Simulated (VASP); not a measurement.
Input of a VASP 6.6.1 run:

The input INCAR:

```
  PREC = Accurate
  ENCUT = 750
  EDIFF = 1E-6
  ISMEAR = 0
  SIGMA = 0.05
  LREAL = False
  LASPH = True
  NELM = 120
  ALGO = Normal
  ISIF = 2
  LWAVE = False
  LCHARG = True
  LELF = True
  LVHAR = True
  NBANDS = 24
  GGA_COMPAT = False
```

Contents of KPOINTS:

```
Automatic mesh
0
Gamma
  9 9 6
```

The input POSCAR:

```
MgO
1.0
    3.3531047684      0.0000000000      0.0000000000
   -1.6765523842      2.9038739109      0.0000000000
    0.0000000000      0.0000000000      4.8491028539
Mg O
2 2
Direct
    0.3333333333      0.6666666667      0.0021597400
    0.6666666667      0.3333333333      0.5021597400
    0.3333333333      0.6666666667      0.4024402600
    0.6666666667      0.3333333333      0.9024402600
```

Potentials or basis: VASP PAW LDA potentials, release 64 (Mg_sv, O).

Run with:

```console
$ cat potpaw_LDA.64/Mg_sv/POTCAR potpaw_LDA.64/O/POTCAR > POTCAR
$ mpirun -np 1 vasp_std > vasp.out
```

What does it give for the band gap on the k mesh?

3.31 eV.

Estimate the largest force.

0.417 eV/Å.

Predict the pressure.

-4.5 GPa.

Stress tensor (GPa, compression positive):
```
-7.21  0.00  0.00
 0.00 -7.21  0.00
 0.00  0.00  0.90
```

Caveat: the cell stands under tension; an odd mesh through Γ misses points on the zone boundary, where band edges can lie.
